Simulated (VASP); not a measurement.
Input of a VASP 6.6.1 run:

File INCAR:

```
SYSTEM = HgTe
PREC = Accurate
ENCUT = 520
EDIFF = 1E-7
ISMEAR = 0
SIGMA = 0.15
LREAL = .False.
LASPH = .True.
NELM = 100
ALGO = Normal
ISIF = 2
LWAVE = .False.
LCHARG = .False.
GGA = PE
NBANDS = 16
```

KPOINTS

```
regular mesh
0
Gamma
  14 14 14
  0 0 0
```

Contents of POSCAR:

```
HgTe
1.0
   -0.0322350000      3.2235000000      3.2235000000
    3.2235000000     -0.0322350000      3.2235000000
    3.1912650000      3.1912650000      0.0000000000
Hg Te
1 1
Direct
    0.0000000000      0.0000000000      0.0000000000
    0.7500000000      0.7500000000      0.7500000000
```

Potentials or basis: VASP PAW PBE potentials, release 64 (Hg, Te).

Launch:

```console
$ cat potpaw_PBE.64/Hg/POTCAR potpaw_PBE.64/Te/POTCAR > POTCAR
$ mpirun -np 1 vasp_std > vasp.out
```

**Question.** Estimate the band gap on the k mesh.

**Answer.** 0.03 eV.

**Question.** What does it give for the largest force?

**Answer.** 0.136 eV/Å.

**Question.** What does it give for the pressure?

**Answer.** 4.2 GPa.

Forces on the atoms (eV/Å):
```
Hg   0.000  0.000  0.136
Te   0.000  0.000 -0.136
```

Caveat: the cell differs from its parent crystal (strain -0.0200 x Voigt [0, 0, 0, 0, 0, 1]); the cell stands under pressure; the smearing spreads over this small gap; spin-orbit coupling is left out, which moves the levels of the heavy elements. A k mesh can miss the band edges.
